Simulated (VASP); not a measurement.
Runs of VASP 6.6.1 on SnO. The structure is that of space group P4/nmm (No. 129), or close to it. The cells are those of the table. 

```csv
cell,gap on the mesh (eV),pressure (GPa),largest force (eV/Å)
"a = 3.822, b = 3.822, c = 4.656 Å, 4 atoms",none,-2.8,0.21
"a = 3.653, b = 3.653, c = 4.773 Å, 4 atoms",none,5.6,0.45
"a = 3.709, b = 3.709, c = 4.656 Å, 4 atoms",none,4.2,0.54
"a = 3.709, b = 3.709, c = 4.540 Å, 4 atoms",none,(a),1.04
"a = 3.822, b = 3.822, c = 4.423 Å, 4 atoms",0.08,(b),0.64
```

Alike in all rows: task single point; level LDA; potentials or basis VASP PAW LDA potentials, release 64 (Sn_d, O_h); no spin polarisation; k mesh 10 × 10 × 8; cutoff (eV) 1340; smearing gaussian 0.15 eV.

Question: Fill in the values left out.

Answer: (a) 7.0; (b) 1.7.

Caveats: semilocal functionals underestimate gaps, and a narrow one can read as zero; spin-orbit coupling is left out, which moves the levels of the heavy elements; the cell stands under pressure (at least some runs); the stress differs along the axes, from 2 to 8 GPa (at least some runs); forces of over 1 eV/Å act on the atoms, so gaps and moduli don't describe the material at rest (at least some runs); the smearing spreads over this small gap (at least some runs).

A k mesh can miss the band edges, and the runs leave out spin-orbit coupling on Sn.

A gap of «none» marks levels without a gap at the run's occupations.
